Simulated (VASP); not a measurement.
A run of VASP 6.6.1:

Contents of INCAR:

```
SYSTEM = LiNbO3
  PREC = Accurate
  ENCUT = 750
  EDIFF = 1E-6
  ISMEAR = 0
  SIGMA = 0.05
  LREAL = .FALSE.
  LASPH = .TRUE.
  NELM = 120
  ALGO = Normal
  ISIF = 2
  LWAVE = .FALSE.
  LCHARG = .FALSE.
  GGA = CA
  NBANDS = 45
  GGA_COMPAT = .FALSE.
```

KPOINTS

```
regular mesh
0
G
  6 6 6
  0 0 0
```

Contents of POSCAR:

```
LiNbO3
1.0
    2.4638409306      1.4224992245      4.4377085456
   -2.4638409306      1.4224992245      4.4377085456
    0.0000000000     -2.8449984490      4.4377085456
Li Nb O
2 2 6
Direct
    0.2820532489      0.2820532489      0.2820532489
    0.7820532489      0.7820532489      0.7820532489
    0.9985425380      0.9985425380      0.9985425380
    0.4985425380      0.4985425380      0.4985425380
    0.1062571809      0.3667678423      0.7180491900
    0.7180491900      0.1062571809      0.3667678423
    0.3667678423      0.7180491900      0.1062571809
    0.2180491900      0.8667678423      0.6062571809
    0.8667678423      0.6062571809      0.2180491900
    0.6062571809      0.2180491900      0.8667678423
```

Potentials or basis: VASP PAW LDA potentials, release 64 (Li_sv, Nb_sv, O).

Command:

```console
$ cat potpaw_LDA.64/Li_sv/POTCAR potpaw_LDA.64/Nb_sv/POTCAR potpaw_LDA.64/O/POTCAR > POTCAR
$ mpirun -np 1 vasp_std > vasp.out
```

Hardware: 1 thread of Intel Xeon 6975P-C, on a shared host.

Task: How long does it take, and how much memory?

Result: Run time: 5.6 min on 1 thread of Intel Xeon 6975P-C (shared host), peak memory 0.37 GiB. Counts: scf iterations 14, k points 32.
